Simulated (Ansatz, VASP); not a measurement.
**IrO2 in VASP and in Ansatz**

File INCAR:

```
SYSTEM = IrO2
PREC     = Accurate       ! precision mode
ENCUT    = 600            ! plane-wave cutoff, eV
EDIFF    = 1E-6           ! SCF threshold, eV
ISMEAR   = 0              ! smearing method
SIGMA    = 0.05           ! smearing width, eV
LREAL    = .FALSE.        ! projectors in reciprocal space
LASPH    = .TRUE.         ! aspherical terms in the spheres
NELM     = 200            ! most SCF steps
ALGO     = Normal         ! electronic algorithm
ISIF     = 2              ! what is computed and relaxed
LWAVE    = .FALSE.        ! write WAVECAR
LCHARG   = .TRUE.         ! write CHGCAR
LNONCOLLINEAR= .TRUE.         ! non-collinear magnetism
MAGMOM   = 0 0 0 0 0 0 0 0 0 0 0 0 0 0 0 0 0 0 ! initial moments
LORBIT   = 11             ! projections on sites
LMAXMIX  = 4              ! l up to which the mixer works
LDAU     = .TRUE.         ! DFT+U
LDAUTYPE = 1            
LDAUL    = 2 -1           ! shell
LDAUU    = 4 0            ! U, eV
LDAUJ    = 0.9 0        
LDAUPRINT= 1            
LVHAR    = .TRUE.       
NBANDS   = 58             ! bands
GGA_COMPAT= .FALSE.
```

KPOINTS

```
regular mesh
0
G
  4 4 6
  0 0 0
```

POSCAR

```
IrO2
1.0
    4.4990002600      0.0000000000      0.0000000000
    0.0000000000      4.4990002600      0.0000000000
    0.0000000000      0.0000000000      3.1460001800
Ir O
2 4
Direct
    0.0000000000      0.0000000000      0.0000000000
    0.5000000000      0.5000000000      0.5000000000
    0.3110000000      0.3110000000      0.0000000000
    0.1890000000      0.8110000000      0.5000000000
    0.6890000000      0.6890000000      0.0000000000
    0.8110000000      0.1890000000      0.5000000000
```

Input for Ansatz:

```yaml
crystal:
  lattice:
    - [4.49900026, 0.0, 0.0]
    - [0.0, 4.49900026, 0.0]
    - [0.0, 0.0, 3.14600018]
  atoms:
    - { symbol: Ir, position: [0.0, 0.0, 0.0], spin: 5.0, spin_axis: [0.0, 0.0, 1.0] }
    - { symbol: Ir, position: [0.5, 0.5, 0.5], spin: 5.0, spin_axis: [0.866025, 0.0, -0.5] }
    - { symbol: O, position: [0.311, 0.311, 0.0] }
    - { symbol: O, position: [0.189, 0.811, 0.5] }
    - { symbol: O, position: [0.689, 0.689, 0.0] }
    - { symbol: O, position: [0.811, 0.189, 0.5] }
basis:
  ecutwfc: 420
  ecutrho_ratio: 4
kpoints:
  mp_grid: { grid: [4, 4, 6] }
hamiltonian:
  xc: lda
  hubbard:
    sites:
      - { site: 0, l: d, u: 4.0, j: 0.9, starting_ns: [{ occupation_matrix: s0 }] }
      - { site: 1, l: d, u: 4.0, j: 0.9, starting_ns: [{ occupation_matrix: s1 }] }
    occupation_matrices:
      s0:
        spinor_matrix:
          - [[0.97, 0.0], [0.0, 0.0], [0.0, 0.0], [0.0, 0.0], [0.0, 0.0], [0.0, 0.0], [0.0, 0.0], [0.0, 0.0], [0.0, 0.0], [0.0, 0.0]]
          - [[0.0, 0.0], [0.97, 0.0], [0.0, 0.0], [0.0, 0.0], [0.0, 0.0], [0.0, 0.0], [0.0, 0.0], [0.0, 0.0], [0.0, 0.0], [0.0, 0.0]]
          - [[0.0, 0.0], [0.0, 0.0], [0.97, 0.0], [0.0, 0.0], [0.0, 0.0], [0.0, 0.0], [0.0, 0.0], [0.0, 0.0], [0.0, 0.0], [0.0, 0.0]]
          - [[0.0, 0.0], [0.0, 0.0], [0.0, 0.0], [0.97, 0.0], [0.0, 0.0], [0.0, 0.0], [0.0, 0.0], [0.0, 0.0], [0.0, 0.0], [0.0, 0.0]]
          - [[0.0, 0.0], [0.0, 0.0], [0.0, 0.0], [0.0, 0.0], [0.97, 0.0], [0.0, 0.0], [0.0, 0.0], [0.0, 0.0], [0.0, 0.0], [0.0, 0.0]]
          - [[0.0, 0.0], [0.0, 0.0], [0.0, 0.0], [0.0, 0.0], [0.0, 0.0], [0.02, 0.0], [0.0, 0.0], [0.0, 0.0], [0.0, 0.0], [0.0, 0.0]]
          - [[0.0, 0.0], [0.0, 0.0], [0.0, 0.0], [0.0, 0.0], [0.0, 0.0], [0.0, 0.0], [0.02, 0.0], [0.0, 0.0], [0.0, 0.0], [0.0, 0.0]]
          - [[0.0, 0.0], [0.0, 0.0], [0.0, 0.0], [0.0, 0.0], [0.0, 0.0], [0.0, 0.0], [0.0, 0.0], [0.02, 0.0], [0.0, 0.0], [0.0, 0.0]]
          - [[0.0, 0.0], [0.0, 0.0], [0.0, 0.0], [0.0, 0.0], [0.0, 0.0], [0.0, 0.0], [0.0, 0.0], [0.0, 0.0], [0.02, 0.0], [0.0, 0.0]]
          - [[0.0, 0.0], [0.0, 0.0], [0.0, 0.0], [0.0, 0.0], [0.0, 0.0], [0.0, 0.0], [0.0, 0.0], [0.0, 0.0], [0.0, 0.0], [0.02, 0.0]]
      s1:
        spinor_matrix:
          - [[0.2575, 0.0], [0.0, 0.0], [0.0, 0.0], [0.0, 0.0], [0.0, 0.0], [0.41136, 0.0], [0.0, 0.0], [0.0, 0.0], [0.0, 0.0], [0.0, 0.0]]
          - [[0.0, 0.0], [0.2575, 0.0], [0.0, 0.0], [0.0, 0.0], [0.0, 0.0], [0.0, 0.0], [0.41136, 0.0], [0.0, 0.0], [0.0, 0.0], [0.0, 0.0]]
          - [[0.0, 0.0], [0.0, 0.0], [0.2575, 0.0], [0.0, 0.0], [0.0, 0.0], [0.0, 0.0], [0.0, 0.0], [0.41136, 0.0], [0.0, 0.0], [0.0, 0.0]]
          - [[0.0, 0.0], [0.0, 0.0], [0.0, 0.0], [0.2575, 0.0], [0.0, 0.0], [0.0, 0.0], [0.0, 0.0], [0.0, 0.0], [0.41136, 0.0], [0.0, 0.0]]
          - [[0.0, 0.0], [0.0, 0.0], [0.0, 0.0], [0.0, 0.0], [0.2575, 0.0], [0.0, 0.0], [0.0, 0.0], [0.0, 0.0], [0.0, 0.0], [0.41136, 0.0]]
          - [[0.41136, 0.0], [0.0, 0.0], [0.0, 0.0], [0.0, 0.0], [0.0, 0.0], [0.7325, 0.0], [0.0, 0.0], [0.0, 0.0], [0.0, 0.0], [0.0, 0.0]]
          - [[0.0, 0.0], [0.41136, 0.0], [0.0, 0.0], [0.0, 0.0], [0.0, 0.0], [0.0, 0.0], [0.7325, 0.0], [0.0, 0.0], [0.0, 0.0], [0.0, 0.0]]
          - [[0.0, 0.0], [0.0, 0.0], [0.41136, 0.0], [0.0, 0.0], [0.0, 0.0], [0.0, 0.0], [0.0, 0.0], [0.7325, 0.0], [0.0, 0.0], [0.0, 0.0]]
          - [[0.0, 0.0], [0.0, 0.0], [0.0, 0.0], [0.41136, 0.0], [0.0, 0.0], [0.0, 0.0], [0.0, 0.0], [0.0, 0.0], [0.7325, 0.0], [0.0, 0.0]]
          - [[0.0, 0.0], [0.0, 0.0], [0.0, 0.0], [0.0, 0.0], [0.41136, 0.0], [0.0, 0.0], [0.0, 0.0], [0.0, 0.0], [0.0, 0.0], [0.7325, 0.0]]
    ns_hold: { iters: 8 }
scf:
  occupations: { method: gaussian, width: 0.05 }
  lower_state_search: "off"
  max_iter: 150
output:
  forces: true
  stress: true
  eigenvalues: true
  populations: true
  hubbard: { sites: [{ site: 0, l: d }, { site: 1, l: d }] }
  write_density: true
  write_potential: true
  elf: true
  volumetric_format: npy
magnetization:
  noncollinear: true
  spin_orbit: false
```

Alike in both runs: task single point; functional LDA; k mesh 4 × 4 × 6; occupations gaussian, width 0.05 eV; non-collinear spin; Hubbard terms Ir d U = 4.0 eV, J = 0.9 eV.

|  | VASP | Ansatz |
| --- | --- | --- |
| version | VASP 6.6.1 | Ansatz 0.2.0 |
| potentials or method | VASP PAW LDA potentials, release 64 (Ir, O), cutoff 600 eV | scalar-relativistic, plane waves, PAW |
| valence electrons in the cell | 42 | 58 |

Ansatz gave:

* gap on the k mesh at the Fermi level (eV): none
* pressure (GPa): -7.6
* traceless stress, the component that is largest in VASP (GPa): 2.30
* rms of the force components (eV/Å): 0.283

Problem. What did VASP give for the same quantities?

Solution. gap on the k mesh at the Fermi level (eV): none; pressure (GPa): -8.4; traceless stress, the component that is largest in VASP (GPa): 2.81; rms of the force components (eV/Å): 0.287.

LDA's correlation is that of Perdew and Zunger in VASP and of Perdew and Wang (1992) in Ansatz. The programs project onto different local orbitals, so the same U acts differently, and such runs can settle in different states. Atom by atom the forces differ by 0.003 eV/Å (rms over components). A gap of «none» marks a metal or a gap that the smearing closes. VASP's potentials hold 42 valence electrons a cell and Ansatz's 58, so a difference there can come from the potentials and not from the codes. Ansatz's warnings: filled band counts differ across k points, seeded moment not kept, specified occupation not kept.

Neither program's run includes spin-orbit coupling.
